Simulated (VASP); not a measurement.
Set up this calculation in VASP 6.6.1, as the native input.

- Task: single point
- Functional: PBE
- Potentials or basis: VASP PAW PBE potentials, release 64 (Zn, O)
- Cutoff: 520 eV
- k mesh: 8 × 8 × 8
- Occupations: fermi-dirac, width 0.0612256 eV
- Spin: no spin polarisation
- Dipole correction: no
- Further INCAR settings: ALGO = Normal; EDIFF = 1e-06; NBANDS = 53

The structure of Zn2O3 lies in POSCAR:

```
Zn2O3
1.0
    4.8703915037      0.0000000000      0.0000000000
    0.0000000000      4.8703915037      0.0000000000
    0.0000000000      0.0000000000      4.8703915037
Zn O
4 6
Direct
    0.2500000000      0.2500000000      0.2500000000
    0.7500000000      0.7500000000      0.2500000000
    0.7500000000      0.2500000000      0.7500000000
    0.2500000000      0.7500000000      0.7500000000
    0.5000000000      0.0000000000      0.0000000000
    0.0000000000      0.5000000000      0.0000000000
    0.0000000000      0.0000000000      0.5000000000
    0.5000000000      0.5000000000      0.0000000000
    0.5000000000      0.0000000000      0.5000000000
    0.0000000000      0.5000000000      0.5000000000
```

These files were run (other wordings do the same):

INCAR

```
SYSTEM = Zn2O3
PREC     = Accurate       ! precision mode
ENCUT    = 520            ! plane-wave cutoff, eV
EDIFF    = 1E-6           ! SCF threshold, eV
ISMEAR   = -1             ! smearing method
SIGMA    = 0.06122561905347299 ! smearing width, eV
LREAL    = .FALSE.        ! projectors in reciprocal space
LASPH    = .TRUE.         ! aspherical terms in the spheres
NELM     = 100            ! most SCF steps
ALGO     = Normal         ! electronic algorithm
ISIF     = 2              ! what is computed and relaxed
LWAVE    = .FALSE.        ! write WAVECAR
LCHARG   = .FALSE.        ! write CHGCAR
GGA      = PE             ! functional
NBANDS   = 53             ! bands
```

KPOINTS

```
regular mesh
0
G
  8 8 8
  0 0 0
```

Potentials or basis: VASP PAW PBE potentials, release 64 (Zn, O).

Command:

```sh
$ cat potpaw_PBE.64/Zn/POTCAR potpaw_PBE.64/O/POTCAR > POTCAR
$ mpirun -np 1 vasp_std > vasp.out
```

Results of the run:

| Item | Value |
| --- | --- |
| Pressure | -1.7 GPa |
| Band gap on the k mesh | zero (bands 42 and 43 overlap by 1.25 eV) |

Run time: 5 min on 1 thread of Intel Xeon 8259CL, on a shared host, peak memory 0.3 GiB.
